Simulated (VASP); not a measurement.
**Tl3H2: single point with PBE**

The system is Tl3H2.

```
Tl H
1.0
     1.82380    1.05297    9.54640
    -1.82380    1.05297    9.54640
     0.00000   -2.10594    9.54640
Tl H
3 2
Direct
  0.00000 0.00000 0.00000
  0.22347 0.22347 0.22347
  0.77653 0.77653 0.77653
  0.40190 0.40190 0.40190
  0.59810 0.59810 0.59810
```

```yaml
Program: VASP 6.6.1
Task: single point
Functional: PBE
Potentials_or_basis: VASP PAW PBE potentials, release 64 (Tl_d, H)
Cutoff: 520 eV
k_mesh: 6 × 6 × 6
Occupations: gaussian, width 0.1 eV
Spin: no spin polarisation
```

| Property | Result |
| --- | --- |
| Pressure | -0.1 GPa |
| Largest force | 0.007 eV/Å |
| Band gap on the k mesh | zero (an odd number of electrons rules out a gap without spin polarisation) |

Forces in eV/Å, atoms in the order of the input:
```
Tl   0.000  0.000  0.000
Tl   0.000  0.000 -0.007
Tl   0.000  0.000  0.007
H    0.000  0.000 -0.006
H    0.000  0.000  0.006
```

Stress tensor (GPa, compression positive):
```
-0.02  0.00  0.00
 0.00 -0.02  0.00
 0.00  0.00 -0.12
```

Levels at points of the mesh, in eV from the Fermi level:
```tsv
k point	band 16	band 17	band 18	band 19	band 20	band 21	band 22	band 23	band 24	band 25
(0.00, 0.00, 0.00)	-9.29	-8.03	-6.91	-1.78	-1.55	4.12	4.24	7.33	7.45	7.45
(0.50, 0.00, 0.00)	-5.37	-5.33	-4.93	-3.29	-2.84	-1.25	2.10	2.29	2.76	3.14
(0.50, 0.50, 0.00)	-5.39	-5.13	-5.05	-3.87	-2.24	-0.68	0.57	1.64	3.40	3.70
(0.50, 0.50, 0.50)	-8.99	-8.74	-6.02	-3.67	0.49	3.61	4.21	6.36	7.23	7.23
```

Wall time 5.8 min on 1 thread of Intel(R) Xeon(R) 6975P-C (Granite Rapids), on a shared host, peak memory 0.91 GiB.

Caveat: spin-orbit coupling is left out, which moves the levels of the heavy elements.
